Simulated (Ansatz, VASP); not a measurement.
**One calculation of GaIr, two programs**

```
Ga Ir
1.0
     3.00400    0.00000    0.00000
     0.00000    3.00400    0.00000
     0.00000    0.00000    3.03404
Ga Ir
1 1
Direct
  0.00000 0.00000 0.00000
  0.50000 0.50000 0.50000
```

Change from the starting cell: zz strain of +1 %.

Alike in both runs: task single point; functional PBEsol; k mesh 12 × 12 × 12; occupations fermi-dirac, width 0.05 eV; no spin polarisation.

|  | VASP | Ansatz |
| --- | --- | --- |
| version | VASP 6.6.1 | Ansatz 0.2.0 |
| potentials or method | VASP PAW PBE potentials, release 64 (Ga_d, Ir), cutoff 520 eV | all-electron LAPW, scalar-relativistic |

|  | VASP | Ansatz | Ansatz less VASP |
| --- | --- | --- | --- |
| pressure (GPa) | 2.0 | 1.5 | -0.54 |
| traceless stress, the component that is largest in VASP (GPa) | -0.46 | -0.50 | -0.038 |

VASP's potentials were made for PBE, not for PBEsol. Ansatz ran all-electron here, and VASP with PAW potentials.

Neither program's run includes spin-orbit coupling.
